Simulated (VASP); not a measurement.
Runs of VASP 6.6.1 on AlCu. The structure is that of space group Pm-3m (No. 221), or close to it. The cells are those of the table. 

```tsv
cell	further INCAR settings	gap on the mesh (eV)	pressure (GPa)
a = 2.956 Å, angles 90.0, 90.0, 89.6°, 2 atoms	ALGO = Fast; EDIFF = 1e-06; NBANDS = 14	none	(a)
a = 2.957 Å, angles 90.0, 90.0, 87.9°, 2 atoms	ALGO = Fast; EDIFF = 1e-06; NBANDS = 14	none	0.1
a = 2.956 Å, angles 90.0, 90.0, 88.7°, 2 atoms	ALGO = Fast; EDIFF = 1e-07; NBANDS = 14	none	0.4
a = 2.956 Å, angles 90.0, 90.0, 89.1°, 2 atoms	ALGO = Fast; EDIFF = 1e-07; NBANDS = 14	none	0.5
```

Alike in all rows: task single point; level PBEsol; potentials or basis VASP PAW PBE potentials, release 64 (Al, Cu); no spin polarisation; k mesh 20 × 20 × 20; cutoff (eV) 520; smearing gaussian 0.15 eV.

**Question.** Fill in the values left out.

**Answer.** (a) 0.3.

Caveats: the PAW data sets were made with another functional, which shifts forces and pressure a little.

A gap of «none» marks levels without a gap at the run's occupations.
